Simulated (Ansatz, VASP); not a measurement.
## Ta: VASP beside Ansatz

INCAR

```
  ALGO = Fast
  EDIFF = 1E-6
  EDIFFG = -0.04
  ENCUT = 600
  GGA = PE
  IBRION = 2
  ISIF = 3
  ISMEAR = 0
  ISYM = 0
  LASPH = True
  LCHARG = False
  LREAL = False
  LWAVE = False
  NELM = 60
  NSW = 45
  PREC = Accurate
  SIGMA = 0.1
```

KPOINTS

```
k-points
0
Gamma
  4 3 4
```

The input POSCAR:

```
Ta
1.0
    5.4806427104      0.5808465086     -0.0037996653
    0.5549627534      7.3819908036      0.5558972077
    0.0134147528      0.6401047302      5.6292663016
Ta
12
Direct
    0.9527620980      0.5690088911      0.6530037344
    0.2399444868      0.9009108361      0.3050152714
    0.0716220922      0.5679407501      0.1545484791
    0.4528489506      0.5685680980      0.6532591869
    0.7844368764      0.2360367930      0.5025371838
    0.2844843719      0.2358274420      0.5030037210
    0.4009024561      0.2332376264      0.0003398537
    0.7398981506      0.9011198311      0.3045475558
    0.1234245238      0.9035526205      0.8077055196
    0.6234851796      0.9037092446      0.8072100501
    0.9009618015      0.2333954274      0.9998485881
    0.5715341838      0.5683844219      0.1542936131
```

Input for Ansatz:

```yaml
crystal:
  lattice:
    - [5.4806427104, 0.5808465086, -0.0037996653]
    - [0.5549627534, 7.3819908036, 0.5558972077]
    - [0.0134147528, 0.6401047302, 5.6292663016]
  atoms:
    - { symbol: Ta, position: [0.952762098, 0.5690088911, 0.6530037344] }
    - { symbol: Ta, position: [0.2399444868, 0.9009108361, 0.3050152714] }
    - { symbol: Ta, position: [0.0716220922, 0.5679407501, 0.1545484791] }
    - { symbol: Ta, position: [0.4528489506, 0.568568098, 0.6532591869] }
    - { symbol: Ta, position: [0.7844368764, 0.236036793, 0.5025371838] }
    - { symbol: Ta, position: [0.2844843719, 0.235827442, 0.503003721] }
    - { symbol: Ta, position: [0.4009024561, 0.2332376264, 0.0003398537] }
    - { symbol: Ta, position: [0.7398981506, 0.9011198311, 0.3045475558] }
    - { symbol: Ta, position: [0.1234245238, 0.9035526205, 0.8077055196] }
    - { symbol: Ta, position: [0.6234851796, 0.9037092446, 0.8072100501] }
    - { symbol: Ta, position: [0.9009618015, 0.2333954274, 0.9998485881] }
    - { symbol: Ta, position: [0.5715341838, 0.5683844219, 0.1542936131] }
  symmetry: { detect: false }
basis:
  ecutwfc: 420
kpoints:
  mp_grid: { grid: [4, 3, 4] }
hamiltonian:
  xc: pbe
scf:
  occupations: { method: gaussian, width: 0.1 }
  lower_state_search: "off"
output:
  forces: true
  stress: true
  eigenvalues: true
relax:
  adjacent_minimum: "off"
  f_tol: 0.04
  max_steps: 25
  cell: { stress_tol: 0.3 }
```

Alike in both runs: task relaxation of cell and atoms; functional PBE; k mesh 4 × 3 × 4; occupations gaussian, width 0.1 eV; no spin polarisation.

|  | VASP | Ansatz |
| --- | --- | --- |
| version | VASP 6.6.1 | Ansatz 0.2.0 |
| potentials or method | VASP PAW PBE potentials, release 64 (Ta_pv), cutoff 600 eV | scalar-relativistic, plane waves, PAW |
| valence electrons in the cell | 132 | 156 |

Ansatz gave:

```
gap on the k mesh at the Fermi level, each at its own relaxed structure (eV) : none
relaxed volume (Å³/atom)                                                     : 18.60
relaxed length of the cell vector where the two differ most in proportion (Å)              : 7.203
```

**Question.** What did VASP give for the same quantities?

**Answer.** gap on the k mesh at the Fermi level, each at its own relaxed structure (eV): none; relaxed volume (Å³/atom): 18.62; relaxed length of the cell vector where the two differ most in proportion (Å): 7.189.

A gap of «none» marks a metal or a gap that the smearing closes. VASP's potentials hold 132 valence electrons a cell and Ansatz's 156, so a difference there can come from the potentials and not from the codes. Ansatz's warnings: displaced walk ended near start symmetry, relaxation start displaced.

Neither program's run includes spin-orbit coupling.
